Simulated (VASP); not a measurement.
# SiC (Moissanite) (P6_3mc) in VASP: notebook, part 2 of 2

VASP 6.6.1. Earlier steps stand in the parts before.

## Step 3: Single point, LDA

This run uses another cell than the first one, of 10.13 Å³/atom, 1.021 times its volume.

File INCAR:

```
SYSTEM = SiC
  ALGO = Normal
  EDIFF = 1E-7
  ENCUT = 520
  GGA = CA
  ISIF = 2
  ISMEAR = -1
  LASPH = .TRUE.
  LCHARG = .FALSE.
  LREAL = .FALSE.
  LWAVE = .FALSE.
  NBANDS = 16
  NELM = 60
  PREC = Accurate
  SIGMA = 0.05
```

File KPOINTS:

```
k-points
0
G
  10 10 5
  0 0 0
```

File POSCAR:

```
SiC
1.0
    3.0553550827      0.0000000000      0.0000000000
   -1.5276775413      2.6460151191      0.0000000000
    0.0000000000      0.0000000000      5.0141197845
Si C
2 2
Direct
    0.6666666667      0.3333333333      0.5000000000
    0.3333333333      0.6666666667      0.0000000000
    0.6666666667      0.3333333333      0.8850000000
    0.3333333333      0.6666666667      0.3850000000
```

Potentials or basis: VASP PAW LDA potentials, release 64 (Si, C).

Launch:

```sh
$ cat potpaw_LDA.64/Si/POTCAR potpaw_LDA.64/C/POTCAR > POTCAR
$ mpirun -np 1 vasp_std > vasp.out
```

OUTCAR:

```text
SYSTEM = SiC
   EDIFF = 1E-7
   ENCUT = 520
   GGA = CA
   ISIF = 2
   ISMEAR = -1
   LASPH = .TRUE.
   LREAL = .FALSE.
   NELM = 60
   PREC = Accurate

 ion  position               nearest neighbor table
   1  0.667  0.333  0.500-   4 1.86   4 1.86   4 1.86   3 1.93   2 3.07   2 3.07   2 3.07   2 3.07
                             2 3.07   2 3.07
   2  0.333  0.667  0.000-   3 1.86   3 1.86   3 1.86   4 1.93   1 3.07   1 3.07   1 3.07   1 3.07
                             1 3.07   1 3.07
   3  0.667  0.333  0.885-   2 1.86   2 1.86   2 1.86   1 1.93
   4  0.333  0.667  0.385-   1 1.86   1 1.86   1 1.86   2 1.93

  LATTYP: Found a hexagonal cell.
 ALAT       =     3.0553550827
 C/A-ratio  =     1.6410923277

  Lattice vectors:

 A1 = (   3.0553550827,   0.0000000000,   0.0000000000)
 A2 = (  -1.5276775413,   2.6460151191,   0.0000000000)
 A3 = (   0.0000000000,   0.0000000000,   5.0141197845)

Analysis of symmetry for initial positions (statically):
=====================================================================
 Subroutine PRICEL returns:
 Original cell was already a primitive cell.

 Routine SETGRP: Setting up the symmetry group for a
 hexagonal supercell.

 Subroutine GETGRP returns: Found 12 space group operations
 (whereof  6 operations were pure point group operations)
 out of a pool of 24 trial point group operations.

The static configuration has the point symmetry C_3v.
 The point group associated with its full space group is C_6v.

Analysis of symmetry for dynamics (positions and initial velocities):
=====================================================================
 Subroutine PRICEL returns:
 Original cell was already a primitive cell.

 Routine SETGRP: Setting up the symmetry group for a
 hexagonal supercell.

 Subroutine GETGRP returns: Found 12 space group operations
 (whereof  6 operations were pure point group operations)
 out of a pool of 24 trial point group operations.

The dynamic configuration has the point symmetry C_3v.
 The point group associated with its full space group is C_6v.

 Subroutine INISYM returns: Found 12 space group operations
 (whereof  6 operations are pure point group operations),
 and found     1 'primitive' translations

----------------------------------------------------------------------------------------

                                     Primitive cell

  volume of cell :      40.5367

  direct lattice vectors                    reciprocal lattice vectors
     3.055355083  0.000000000  0.000000000     0.327294201  0.188963395  0.000000000
    -1.527677541  2.646015119  0.000000000     0.000000000  0.377926790  0.000000000
     0.000000000  0.000000000  5.014119785     0.000000000  0.000000000  0.199436799

  length of vectors
     3.055355083  3.055355083  5.014119785     0.377926790  0.377926790  0.199436799

  position of ions in fractional coordinates (direct lattice)
     0.666666667  0.333333333  0.500000000
     0.333333333  0.666666667  0.000000000
     0.666666667  0.333333333  0.885000000
     0.333333333  0.666666667  0.385000000

  ion indices of the primitive-cell ions
   primitive index   ion index
                 1           1
                 2           2
                 3           3
                 4           4

----------------------------------------------------------------------------------------

 KPOINTS: k-points

Automatic generation of k-mesh.
 Grid dimensions read from file:
 generate k-points for:   10   10    5

 Generating k-lattice:

  Cartesian coordinates                     Fractional coordinates (reciprocal lattice)
     0.032729420  0.018896339  0.000000000     0.100000000 -0.000000000  0.000000000
     0.000000000  0.037792679  0.000000000     0.000000000  0.100000000  0.000000000
     0.000000000  0.000000000  0.039887360     0.000000000  0.000000000  0.200000000

  Length of vectors
     0.037792679  0.037792679  0.039887360

  Shift w.r.t. Gamma in fractional coordinates (k-lattice)
     0.000000000  0.000000000  0.000000000

 Subroutine IBZKPT returns following result:
 ===========================================

 Found     42 irreducible k-points:

 Following reciprocal coordinates:
            Coordinates               Weight
  0.000000  0.000000  0.000000      1.000000
  0.100000  0.000000  0.000000      6.000000
  0.200000  0.000000  0.000000      6.000000
  0.300000  0.000000  0.000000      6.000000
  0.400000 -0.000000  0.000000      6.000000
  0.500000 -0.000000  0.000000      3.000000
[... 16 lines left out ...]
  0.300000  0.100000  0.200000     24.000000
  0.400000  0.100000  0.200000     24.000000
 [... further k-points ...]
   k-points           NKPTS =     42   k-points in BZ     NKDIM =     42   number of bands    NBANDS=     16
   number of dos      NEDOS =    301   number of ions     NIONS =      4
   total plane-waves  NPLWV =  23040
   dimension x,y,z NGX =    24 NGY =   24 NGZ =   40
   dimension x,y,z NGXF=    48 NGYF=   48 NGZF=   80
   ions per type =               2   2
   NGX,Y,Z   is equivalent  to a cutoff of  13.06, 13.06, 13.26 a.u.
   NGXF,Y,Z  is equivalent  to a cutoff of  26.12, 26.12, 26.52 a.u.
 SYSTEM =  SiC
   PREC   = accura    normal or accurate (medium, high low for compatibility)
   ISTART =      0    job   : 0-new  1-cont  2-samecut
   ICHARG =      2    charge: 1-file 2-atom 10-const
   ISPIN  =      1    spin polarized calculation?
   LNONCOLLINEAR =      F non collinear calculations
   LSORBIT =      F    spin-orbit coupling
   LASPH  =      T    aspherical Exc in radial PAW
   ENCUT  =  520.0 eV  38.22 Ry    6.18 a.u.   5.68  5.68  9.32*2*pi/ulx,y,z
   NELM   =     60;   NELMIN=  2; NELMDL= -5     # of ELM steps
   EDIFF  = 0.1E-06   stopping-criterion for ELM
   LREAL  =      F    real-space projection
   EDIFFG = 0.1E-05   stopping-criterion for IOM
   NSW    =      0    number of steps for IOM
   IBRION =     -1    ionic relax: 0-MD 1-quasi-New 2-CG
   NFREE  =      0    steps in history (QN), initial steepest desc. (CG)
   ISIF   =      2    stress and relaxation
   ISYM   =      2    0-nonsym 1-usesym 2-fastsym
   POTIM  = 0.5000    time-step for ionic-motion
   TEBEG  =    0.0;   TEEND  =   0.0 temperature during run
   PSTRESS=    0.0 pullay stress
   NELECT =      16.0000    total number of electrons
   NUPDOWN=      -1.0000    fix difference up-down
   EMIN   =  10.00;   EMAX   =-10.00  energy-range for DOS
   EFERMI =   0.00;   METHOD = LEGACY
   ISMEAR =    -1;   SIGMA  =   0.05  broadening in eV -4-tet -1-fermi 0-gaus
   EFERMI_NEDOS =   21; number of points for ismear=-14 and -15
   IALGO  =     38    algorithm
   IMIX   =      4    mixing-type and parameters
     AMIX     =   0.40;   BMIX     =  1.00
     AMIX_MAG =   1.60;   BMIX_MAG =  1.00
  volume/ion in A,a.u.               =      10.13        68.39
  Fermi-wavevector in a.u.,A,eV,Ry     =   1.200877  2.269329 19.621043  1.442106
  Thomas-Fermi vector in A             =   2.336701
   LORBIT       =      0    0 simple, 1 ext, 2 COOP (PROOUT), +10 PAW based schemes
   GGA     = CA    functional components
   LHFCALC =     F    Hartree Fock is set to
   AEXX    =    0.0000 exact exchange contribution
   IVDW    =     0    specifies the selected vdW correction
   LEPSILON=     F    determine dielectric tensor
   LRPA    =     F    only Hartree local field effects (RPA)
 non-spin polarized calculation
  energy-cutoff  :      520.00
  volume of cell :       40.54
 maximum number of plane-waves:      1105
 NGX is ok and might be reduce to    24
   NGX = 11   NGY = 11   NGZ = 19

 number of electron      15.9999999 magnetization

 Free energy of the ion-electron system (eV)
  ---------------------------------------------------
  ext. energy  EPLUGINS =         0.00000000
  ---------------------------------------------------
  free energy    TOTEN  =       -33.23894599 eV

  energy without entropy =      -33.23894599  energy(sigma->0) =      -33.23894599

 E-fermi :   9.4921     XC(G=0): -11.6356

 val. band max:        8.5920071031   @ k =   0.0000   0.0000   0.0000
 cond. band min:      10.9167646231   @ k =   0.3000   0.3000   0.0000
 fundamental gap:      2.3247575200
 Fermi energy:         9.4921173960

 k-point     1 :       0.0000    0.0000    0.0000
  band No.  band energies     occupation
      1      -7.2002      2.00000
      2      -3.5703      2.00000
      3      -0.2383      2.00000
      4       7.0312      2.00000
      5       7.0312      2.00000
      6       8.3209      2.00000
[... 433 lines left out ...]
      3       0.2107      2.00000
      4       1.7393      2.00000
      5       3.7869      2.00000
      6       4.5971      2.00000
[... 8 lines left out ...]
     15      19.9775      0.00000
     16      21.3190      0.00000

 [... further k-points ...]
[... 5 lines left out ...]
  --------------------------------------------------------------------------------------
  -------------------------------------------------------------------------------------
  Total        0.6667408      0.6667408     -0.6212831      0.0000000      0.0000000      0.0000000
  in kB       26.3523244     26.3523244    -24.5556486      0.0000000      0.0000000      0.0000000
  external PRESSURE =       9.3830001 kB  Pullay stress =       0.0000000 kB

 VOLUME and BASIS-vectors are now :
 -----------------------------------------------------------------------------
  energy-cutoff  :      520.00
  volume of cell :       40.54
      direct lattice vectors                 reciprocal lattice vectors
     3.055355083  0.000000000  0.000000000     0.327294201  0.188963395  0.000000000
    -1.527677541  2.646015119  0.000000000     0.000000000  0.377926790  0.000000000
     0.000000000  0.000000000  5.014119785     0.000000000  0.000000000  0.199436799

 POSITION                                       TOTAL-FORCE (eV/Angst)
 -----------------------------------------------------------------------------------
      1.52768      0.88201      2.50706        -0.000000      0.000000      0.766471
     -0.00000      1.76401      0.00000         0.000000      0.000000      0.766471
      1.52768      0.88201      4.43750        -0.000000     -0.000000     -0.766471
     -0.00000      1.76401      1.93044         0.000000      0.000000     -0.766471
 -----------------------------------------------------------------------------------
    total drift:                                0.000000      0.000000     -0.000060

  FREE ENERGIE OF THE ION-ELECTRON SYSTEM (eV)
  ---------------------------------------------------
  free  energy   TOTEN  =       -33.2389459901 eV

  energy  without entropy=      -33.2389459900  energy(sigma->0) =      -33.23894599
```

stdout:

```text
POSCAR found type information on POSCAR SiC
 POSCAR found :  2 types and       4 ions
 scaLAPACK will be used
 LDA part: xc-table for (Slater(with rela. corr.)+CA(PZ))
 , standard interpolation
 POSCAR, INCAR and KPOINTS ok, starting setup
 FFT: planning ... GRIDC
 FFT: planning ... GRID_SOFT
 FFT: planning ... GRID
 WAVECAR not read
 entering main loop
```

It took 26 s on 1 thread of Intel Xeon 8259CL, shared host; peak memory 0.15 GiB.

Results:

- Free energy: -33.2389 eV
- Pressure: 0.9 GPa
- Largest force: 0.766 eV/Å
- Band gap on the k mesh: 2.32 eV, indirect (least direct gap 4.02 eV)

Forces on the atoms (eV/Å):
```
Si   0.000  0.000  0.766
Si   0.000  0.000  0.766
C    0.000  0.000 -0.766
C    0.000  0.000 -0.766
```

Levels at points of the mesh, in eV from the valence-band top:
| k point | band 6 | band 7 | band 8 | band 9 | band 10 | band 11 |
| --- | --- | --- | --- | --- | --- | --- |
| (0.00, 0.00, 0.00) | -0.27 | -0.27 | 0.00 | 4.76 | 6.24 | 6.52 |
| (0.50, 0.00, 0.00) | -3.58 | -3.35 | -1.49 | 2.53 | 4.14 | 6.83 |
